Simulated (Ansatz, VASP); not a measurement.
**GaN: VASP beside Ansatz**

```xyz
2
Lattice="0.0000 2.5614 2.5614 2.5614 0.0000 2.5614 2.5614 2.5614 0.0000" Properties=species:S:1:pos:R:3 pbc="T T T"
Ga    3.8420    3.8420    3.8420
N     0.0000    0.0000    0.0000
```

Alike in both runs: task single point; functional PBE; k mesh 6 × 6 × 6; occupations gaussian, width 0.1 eV; collinear spin.

|  | VASP | Ansatz |
| --- | --- | --- |
| version | VASP 6.6.1 | Ansatz 0.2.0 |
| potentials or method | VASP PAW PBE potentials, release 64 (Ga_d, N), cutoff 600 eV | scalar-relativistic, plane waves, PAW |
| valence electrons in the cell | 18 | 18 |

VASP gave:

- gap on the k mesh at the Fermi level (eV): none
- pressure (GPa): -26.7
- net moment per atom (μB): 0.00

Task: Estimate Ansatz's values.

Result: gap on the k mesh at the Fermi level (eV): none; pressure (GPa): -26.8; net moment per atom (μB): 0.00.

A gap of «none» marks a metal or a gap that the smearing closes. With one functional, cell and mesh, what is left measures potentials, basis and numerics. Ansatz's warnings: seeded moment not kept.
